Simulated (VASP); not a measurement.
# Sb (Pm-3m) in VASP: notebook

Sb is run at these levels: PBE; tasks: single point.

Program: VASP 6.6.1. These are calculated values, not measurements. Logs are shortened: lines on timing, memory, paths and dates and some standing lists are left out, and cuts for length are marked.

### 1 The cell of the first run

It takes space group Pm-3m (No. 221, cubic). Conventional cell: a = 3.078 Å, b = 3.078 Å, c = 3.078 Å, α = 90.00°, β = 90.00°, γ = 90.00°. Within 4.1 Å of Sb (site symmetry m-3m) lie 6 Sb at 3.08 Å.

### 2 Single point, PBE (volume scaled by 0.97)

INCAR reads:

```
ALGO = Normal
EDIFF = 1E-6
ENCUT = 520
GGA = PE
ISIF = 2
ISMEAR = 0
LASPH = True
LCHARG = True
LELF = True
LREAL = False
LVHAR = True
LWAVE = False
NBANDS = 8
NELM = 80
PREC = Accurate
SIGMA = 0.1
```

KPOINTS reads:

```
k-points
0
Gamma
  18 18 18
```

POSCAR reads:

```
Sb
1.0
    3.0781272250      0.0000000000      0.0000000000
    0.0000000000      3.0781272250      0.0000000000
    0.0000000000      0.0000000000      3.0781279176
Sb
1
Direct
    0.0000000000      0.0000000000      0.0000000000
```

Potentials or basis: VASP PAW PBE potentials, release 64 (Sb).

Run with:

```bash
cat potpaw_PBE.64/Sb/POTCAR > POTCAR
mpirun -np 1 vasp_std > vasp.out
```

OUTCAR:

```text
EDIFF = 1E-6
   ENCUT = 520
   GGA = PE
   ISIF = 2
   ISMEAR = 0
   LASPH = True
   LREAL = False
   NELM = 80
   PREC = Accurate

 ion  position               nearest neighbor table
   1  0.000  0.000  0.000-

  LATTYP: Found a simple cubic cell.
 ALAT       =     3.0781272250

  Lattice vectors:

 A1 = (   3.0781272250,   0.0000000000,   0.0000000000)
 A2 = (   0.0000000000,   3.0781272250,   0.0000000000)
 A3 = (   0.0000000000,   0.0000000000,   3.0781279176)

Analysis of symmetry for initial positions (statically):
=====================================================================
 Subroutine PRICEL returns:
 Original cell was already a primitive cell.

 Routine SETGRP: Setting up the symmetry group for a
 simple cubic supercell.

 Subroutine GETGRP returns: Found 48 space group operations
 (whereof 48 operations were pure point group operations)
 out of a pool of 48 trial point group operations.

The static configuration has the point symmetry O_h .

Analysis of symmetry for dynamics (positions and initial velocities):
=====================================================================
 Subroutine PRICEL returns:
 Original cell was already a primitive cell.

 Routine SETGRP: Setting up the symmetry group for a
 simple cubic supercell.

 Subroutine GETGRP returns: Found 48 space group operations
 (whereof 48 operations were pure point group operations)
 out of a pool of 48 trial point group operations.

The dynamic configuration has the point symmetry O_h .

 Subroutine INISYM returns: Found 48 space group operations
 (whereof 48 operations are pure point group operations),
 and found     1 'primitive' translations

----------------------------------------------------------------------------------------

                                     Primitive cell

  volume of cell :      29.1649

  direct lattice vectors                    reciprocal lattice vectors
     3.078127225  0.000000000  0.000000000     0.324872862  0.000000000  0.000000000
     0.000000000  3.078127225  0.000000000     0.000000000  0.324872862  0.000000000
     0.000000000  0.000000000  3.078127918     0.000000000  0.000000000  0.324872789

  length of vectors
     3.078127225  3.078127225  3.078127918     0.324872862  0.324872862  0.324872789

  position of ions in fractional coordinates (direct lattice)
     0.000000000  0.000000000  0.000000000

  ion indices of the primitive-cell ions
   primitive index   ion index
                 1           1

----------------------------------------------------------------------------------------

 KPOINTS: k-points

Automatic generation of k-mesh.
 Grid dimensions read from file:
 generate k-points for:   18   18   18

 Generating k-lattice:

  Cartesian coordinates                     Fractional coordinates (reciprocal lattice)
     0.018048492  0.000000000  0.000000000     0.055555556  0.000000000  0.000000000
     0.000000000  0.018048492  0.000000000     0.000000000  0.055555556  0.000000000
     0.000000000  0.000000000  0.018048488     0.000000000  0.000000000  0.055555556

  Length of vectors
     0.018048492  0.018048492  0.018048488

  Shift w.r.t. Gamma in fractional coordinates (k-lattice)
     0.000000000  0.000000000  0.000000000

 Subroutine IBZKPT returns following result:
 ===========================================

 Found    220 irreducible k-points:

 Following reciprocal coordinates:
            Coordinates               Weight
  0.000000  0.000000  0.000000      1.000000
  0.055556  0.000000  0.000000      6.000000
  0.111111  0.000000  0.000000      6.000000
  0.166667  0.000000  0.000000      6.000000
  0.222222  0.000000  0.000000      6.000000
  0.277778  0.000000  0.000000      6.000000
[... 16 lines left out ...]
  0.277778  0.111111  0.000000     24.000000
  0.333333  0.111111  0.000000     24.000000
 [... further k-points ...]
   k-points           NKPTS =    220   k-points in BZ     NKDIM =    220   number of bands    NBANDS=      8
   number of dos      NEDOS =    301   number of ions     NIONS =      1
   total plane-waves  NPLWV =  13824
   dimension x,y,z NGX =    24 NGY =   24 NGZ =   24
   dimension x,y,z NGXF=    48 NGYF=   48 NGZF=   48
   ions per type =               1
   NGX,Y,Z   is equivalent  to a cutoff of  12.96, 12.96, 12.96 a.u.
   NGXF,Y,Z  is equivalent  to a cutoff of  25.92, 25.92, 25.92 a.u.
 SYSTEM =  unknown system
   PREC   = accura    normal or accurate (medium, high low for compatibility)
   ISTART =      0    job   : 0-new  1-cont  2-samecut
   ICHARG =      2    charge: 1-file 2-atom 10-const
   ISPIN  =      1    spin polarized calculation?
   LNONCOLLINEAR =      F non collinear calculations
   LSORBIT =      F    spin-orbit coupling
   LASPH  =      T    aspherical Exc in radial PAW
   ENCUT  =  520.0 eV  38.22 Ry    6.18 a.u.   5.72  5.72  5.72*2*pi/ulx,y,z
   NELM   =     80;   NELMIN=  2; NELMDL= -5     # of ELM steps
   EDIFF  = 0.1E-05   stopping-criterion for ELM
   LREAL  =      F    real-space projection
   EDIFFG = 0.1E-04   stopping-criterion for IOM
   NSW    =      0    number of steps for IOM
   IBRION =     -1    ionic relax: 0-MD 1-quasi-New 2-CG
   NFREE  =      0    steps in history (QN), initial steepest desc. (CG)
   ISIF   =      2    stress and relaxation
   ISYM   =      2    0-nonsym 1-usesym 2-fastsym
   POTIM  = 0.5000    time-step for ionic-motion
   TEBEG  =    0.0;   TEEND  =   0.0 temperature during run
   PSTRESS=    0.0 pullay stress
   NELECT =       5.0000    total number of electrons
   NUPDOWN=      -1.0000    fix difference up-down
   EMIN   =  10.00;   EMAX   =-10.00  energy-range for DOS
   EFERMI =   0.00;   METHOD = LEGACY
   ISMEAR =     0;   SIGMA  =   0.10  broadening in eV -4-tet -1-fermi 0-gaus
   EFERMI_NEDOS =   21; number of points for ismear=-14 and -15
   IALGO  =     38    algorithm
   IMIX   =      4    mixing-type and parameters
     AMIX     =   0.40;   BMIX     =  1.00
     AMIX_MAG =   1.60;   BMIX_MAG =  1.00
  volume/ion in A,a.u.               =      29.16       196.81
  Fermi-wavevector in a.u.,A,eV,Ry     =   0.909449  1.718609 11.253338  0.827097
  Thomas-Fermi vector in A             =   2.033495
   LORBIT       =      0    0 simple, 1 ext, 2 COOP (PROOUT), +10 PAW based schemes
   GGA     = PE    functional components
   LHFCALC =     F    Hartree Fock is set to
   AEXX    =    0.0000 exact exchange contribution
   IVDW    =     0    specifies the selected vdW correction
   LEPSILON=     F    determine dielectric tensor
   LRPA    =     F    only Hartree local field effects (RPA)
 non-spin polarized calculation
 Gauss-broadening in eV      SIGMA  =   0.10
  energy-cutoff  :      520.00
  volume of cell :       29.16
 maximum number of plane-waves:       840
 NGX is ok and might be reduce to    24
   NGX = 11   NGY = 11   NGZ = 11

 number of electron       4.9999999 magnetization

 Free energy of the ion-electron system (eV)
  ---------------------------------------------------
  ext. energy  EPLUGINS =         0.00000000
  ---------------------------------------------------
  free energy    TOTEN  =        -4.08905065 eV

  energy without entropy =       -4.08652439  energy(sigma->0) =       -4.08778752

 E-fermi :   7.4528     XC(G=0):  -9.7206

 val. band max:        7.4220971677   @ k =   0.1667   0.0000   0.0000
 cond. band min:       7.4655188576   @ k =   0.1667   0.0556   0.0000
 fundamental gap:      0.0434216899
 Fermi energy:         7.4528092385

 k-point     1 :       0.0000    0.0000    0.0000
  band No.  band energies     occupation
      1      -5.1393      2.00000
      2      10.7477      0.00000
      3      10.7477      0.00000
      4      10.7477      0.00000
      5      14.3637      0.00000
      6      14.3637      0.00000
      7      15.8235      0.00000
      8      25.1867      0.00000

 k-point     2 :       0.0556    0.0000    0.0000
  band No.  band energies     occupation
      1      -5.0935      2.00000
      2      10.1113      0.00000
      3      10.7933      0.00000
      4      10.7933      0.00000
      5      14.3996      0.00000
      6      14.7989      0.00000
      7      16.1226      0.00000
      8      24.7267      0.00000

 k-point     3 :       0.1111    0.0000    0.0000
  band No.  band energies     occupation
      1      -4.9565      2.00000
      2       8.8288      0.00000
      3      10.9284      0.00000
      4      10.9284      0.00000
      5      14.5068      0.00000
      6      15.2698      0.00000
      7      17.2242      0.00000
      8      23.8516      0.00000

 k-point     4 :       0.1667    0.0000    0.0000
  band No.  band energies     occupation
      1      -4.7309      2.00000
      2       7.4221      1.33595
      3      11.1466      0.00000
      4      11.1466      0.00000
      5      14.6845      0.00000
      6      15.5663      0.00000
      7      18.8002      0.00000
      8      22.8913      0.00000

 k-point     5 :       0.2222    0.0000    0.0000
  band No.  band energies     occupation
      1      -4.4215      2.00000
      2       6.0440      2.00000
      3      11.4363      0.00000
      4      11.4363      0.00000
      5      14.9301      0.00000
      6      15.8738      0.00000
      7      20.4551      0.00000
      8      21.9336      0.00000

 k-point     6 :       0.2778    0.0000    0.0000
  band No.  band energies     occupation
      1      -4.0385      2.00000
      2       4.7549      2.00000
      3      11.7786      0.00000
      4      11.7787      0.00000
      5      15.2389      0.00000
      6      16.2409      0.00000
      7      21.0249      0.00000
      8      21.0250      0.00000

 k-point     7 :       0.3333    0.0000    0.0000
  band No.  band energies     occupation
      1      -3.6024      2.00000
      2       3.5983      2.00000
      3      12.1433      0.00000
      4      12.1433      0.00000
      5      15.5998      0.00000
      6      16.6797      0.00000
      7      20.2096      0.00000
      8      20.2096      0.00000

 k-point     8 :       0.3889    0.0000    0.0000
  band No.  band energies     occupation
      1      -3.1562      2.00000
      2       2.6302      2.00000
      3      12.4840      0.00000
      4      12.4840      0.00000
      5      15.9865      0.00000
      6      17.1886      0.00000
      7      19.5422      0.00000
      8      19.5422      0.00000

 k-point     9 :       0.4444    0.0000    0.0000
  band No.  band energies     occupation
      1      -2.7876      2.00000
      2       1.9456      2.00000
      3      12.7358      0.00000
      4      12.7358      0.00000
      5      16.3311      0.00000
      6      17.7358      0.00000
      7      19.0924      0.00000
      8      19.0924      0.00000

 k-point    10 :       0.5000    0.0000    0.0000
  band No.  band energies     occupation
      1      -2.6361      2.00000
      2       1.6884      2.00000
      3      12.8304      0.00000
      4      12.8304      0.00000
      5      16.4849      0.00000
      6      18.0810      0.00000
      7      18.9301      0.00000
      8      18.9316      0.00000
[... 78 lines left out ...]
 k-point    18 :       0.4444    0.0556    0.0000
  band No.  band energies     occupation
      1      -2.7411      2.00000
      2       1.9895      2.00000
      3      12.1616      0.00000
      4      12.7830      0.00000
      5      16.6617      0.00000
      6      17.1796      0.00000
      7      18.5685      0.00000
      8      19.1267      0.00000

 k-point    19 :       0.5000    0.0556    0.0000
  band No.  band energies     occupation
      1      -2.5895      2.00000
      2       1.7322      2.00000
      3      12.2661      0.00000
      4      12.8778      0.00000
      5      16.8254      0.00000
      6      17.1186      0.00000
      7      18.6023      0.00000
      8      18.9659      0.00000

 k-point    20 :       0.1111    0.1111    0.0000
  band No.  band energies     occupation
      1      -4.7736      2.00000
      2       8.8867      0.00000
      3       9.1348      0.00000
      4      11.1095      0.00000
      5      14.9989      0.00000
      6      16.7210      0.00000
      7      17.6757      0.00000
      8      22.0530      0.00000

 k-point    21 :       0.1667    0.1111    0.0000
  band No.  band energies     occupation
      1      -4.5479      2.00000
      2       7.5907      0.05121
      3       9.2433      0.00000
      4      11.3282      0.00000
      5      15.2085      0.00000
      6      17.2315      0.00000
      7      18.8647      0.00000
      8      21.0263      0.00000

 k-point    22 :       0.2222    0.1111    0.0000
  band No.  band energies     occupation
      1      -4.2383      2.00000
      2       6.2176      2.00000
      3       9.5322      0.00000
      4      11.6187      0.00000
      5      15.4720      0.00000
      6      17.4503      0.00000
      7      19.5304      0.00000
      8      20.9505      0.00000

 k-point    23 :       0.2778    0.1111    0.0000
  band No.  band energies     occupation
      1      -3.8551      2.00000
      2       4.9299      2.00000
      3       9.8848      0.00000
      4      11.9619      0.00000
      5      15.7967      0.00000
      6      17.4671      0.00000
      7      19.0082      0.00000
      8      21.1559      0.00000

 k-point    24 :       0.3333    0.1111    0.0000
  band No.  band energies     occupation
      1      -3.4186      2.00000
      2       3.7736      2.00000
      3      10.2730      0.00000
      4      12.3277      0.00000
      5      16.1646      0.00000
      6      17.0784      0.00000
      7      18.8743      0.00000
      8      20.3437      0.00000

 [... further k-points ...]
[... 5 lines left out ...]
  --------------------------------------------------------------------------------------
  -------------------------------------------------------------------------------------
  Total        0.3275045      0.3275045      0.3275047      0.0000000      0.0000000      0.0000000
  in kB       17.9915291     17.9915291     17.9915372      0.0000000      0.0000000      0.0000000
  external PRESSURE =      17.9915318 kB  Pullay stress =       0.0000000 kB

 VOLUME and BASIS-vectors are now :
 -----------------------------------------------------------------------------
  energy-cutoff  :      520.00
  volume of cell :       29.16
      direct lattice vectors                 reciprocal lattice vectors
     3.078127225  0.000000000  0.000000000     0.324872862  0.000000000  0.000000000
     0.000000000  3.078127225  0.000000000     0.000000000  0.324872862  0.000000000
     0.000000000  0.000000000  3.078127918     0.000000000  0.000000000  0.324872789

 POSITION                                       TOTAL-FORCE (eV/Angst)
 -----------------------------------------------------------------------------------
      0.00000      0.00000      0.00000         0.000000      0.000000      0.000000
 -----------------------------------------------------------------------------------
    total drift:                               -0.000000      0.000000      0.000000

  FREE ENERGIE OF THE ION-ELECTRON SYSTEM (eV)
  ---------------------------------------------------
  free  energy   TOTEN  =        -4.0890506501 eV

  energy  without entropy=       -4.0865243853  energy(sigma->0) =       -4.08778752
```

It took 34 s on 1 thread of Intel Xeon 8259CL, shared host; peak memory 0.17 GiB.

Results:

| Property | Result |
| --- | --- |
| Free energy | -4.0891 eV |
| Pressure | 1.8 GPa |

Caveat: the cell differs from its parent crystal (volume scaled by 0.97); spin-orbit coupling is left out, which moves the levels of the heavy elements.

### 3 Single point, PBE

This run uses another cell than the first one, of 30.07 Å³/atom, 1.031 times its volume.

INCAR reads:

```
  PREC = Accurate
  ENCUT = 520
  EDIFF = 1E-6
  ISMEAR = 0
  SIGMA = 0.1
  LREAL = False
  LASPH = True
  NELM = 100
  ALGO = Normal
  ISIF = 2
  LWAVE = False
  LCHARG = True
  GGA = PE
  LELF = True
  LVHAR = True
  NBANDS = 8
```

KPOINTS reads:

```
Automatic mesh
0
Gamma
  18 18 18
```

POSCAR reads:

```
Sb
1.0
    3.1095388560      0.0000000000      0.0000000000
    0.0000000000      3.1095388560      0.0000000000
    0.0000000000      0.0000000000      3.1095395557
Sb
1
Direct
    0.0000000000      0.0000000000      0.0000000000
```

Potentials or basis: VASP PAW PBE potentials, release 64 (Sb).

Run with:

```bash
cat potpaw_PBE.64/Sb/POTCAR > POTCAR
mpirun -np 1 vasp_std > vasp.out
```

Run time: 35 s. Hardware: 1 thread of Intel Xeon 8259CL, shared host; peak memory 0.18 GiB.

It converged, with:

```
Free energy : -4.0939 eV
Pressure    : 0.0 GPa
```

Levels at points of the mesh, in eV from the Fermi level:
```tsv
k point	band 1	band 2	band 3	band 4	band 5	band 6	band 7	band 8
(0.00, 0.00, 0.00)	-12.36	3.22	3.22	3.22	6.88	6.88	8.18	17.56
(0.50, 0.00, 0.00)	-9.97	-5.55	5.20	5.20	8.95	10.55	11.39	11.39
(0.50, 0.50, 0.00)	-7.43	-3.53	-3.53	2.18	7.21	12.74	13.20	13.20
(0.50, 0.50, 0.50)	-4.61	-1.63	-1.63	-1.63	4.81	4.81	4.81	6.94
```

Caveat: spin-orbit coupling is left out, which moves the levels of the heavy elements.

(Continued in part 2 of 2.)
